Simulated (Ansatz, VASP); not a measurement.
# One calculation of AgCl, two programs

Contents of POSCAR:

```
AgCl
1.0
    0.0000000000      2.7731725637      2.7731725637
    2.7731725637      0.0000000000      2.7731725637
    2.7731725637      2.7731725637      0.0000000000
Ag Cl
1 1
Direct
    0.0000000000      0.0000000000      0.0000000000
    0.5000000000      0.5000000000      0.5000000000
```

INCAR.step1

```
SYSTEM = AgCl
PREC = Accurate
ENCUT = 470
EDIFF = 1E-5
ISMEAR = 0
SIGMA = 0.01
LREAL = .False.
LASPH = .True.
NELM = 120
ALGO = Normal
ISIF = 2
LWAVE = .True.
LCHARG = .False.
NBANDS = 20
GGA = PE
GGA_COMPAT = .False.
```

File INCAR.step2:

```
SYSTEM = AgCl
PREC = Accurate
ENCUT = 470
EDIFF = 1E-6
ISMEAR = 0
SIGMA = 0.01
LREAL = .False.
LASPH = .True.
NELM = 120
ALGO = Normal
ISIF = 2
LWAVE = .False.
LCHARG = .False.
GGA = PE
LHFCALC = .True.
AEXX = 0.75
HFSCREEN = 0.2078
PRECFOCK = Normal
NBANDS = 20
ISTART = 1
GGA_COMPAT = .False.
```

File KPOINTS:

```
Automatic mesh
0
Gamma
  4 4 4
  0 0 0
```

Input for Ansatz:

```yaml
crystal:
  lattice:
    - [0.0, 2.7731725637, 2.7731725637]
    - [2.7731725637, 0.0, 2.7731725637]
    - [2.7731725637, 2.7731725637, 0.0]
  atoms:
    - { symbol: Ag, position: [0.0, 0.0, 0.0] }
    - { symbol: Cl, position: [0.5, 0.5, 0.5] }
kpoints:
  mp_grid: { grid: [4, 4, 4] }
hamiltonian:
  xc:
    exchange: pbe
    correlation: pbe
    exx: { coeff: 0.75, omega: 0.2078 }
scf:
  occupations: { method: fixed }
  n_extra_bands: 4
output:
  forces: true
  stress: true
  eigenvalues: true
```

Alike in both runs: task single point; functional PBE-based screened hybrid with a share of 0.75 of exact exchange and HFSCREEN = 0.2078; k mesh 4 × 4 × 4; no spin polarisation.

|  | VASP | Ansatz |
| --- | --- | --- |
| version | VASP 6.6.1 | Ansatz 0.2.0 |
| potentials or method | VASP PAW PBE potentials, release 64 (Ag_sv_GW, Cl) | plane waves |
| plane-wave cutoff (eV) | 470 | 420 |
| occupations | gaussian, width 0.01 eV | fixed |
| valence electrons in the cell | 26 | 26 |

Ansatz gave:

```
gap on the k mesh at the Fermi level (eV) : 5.69
```

Q: Which values does VASP return?

A: gap on the k mesh at the Fermi level (eV): 5.70.

VASP's potentials were made for PBE, not for PBE-based screened hybrid. Ansatz's warnings: stress exchange threshold loose, stress scf threshold loose.

The k mesh is coarse, so the values compare programs but aren't converged.
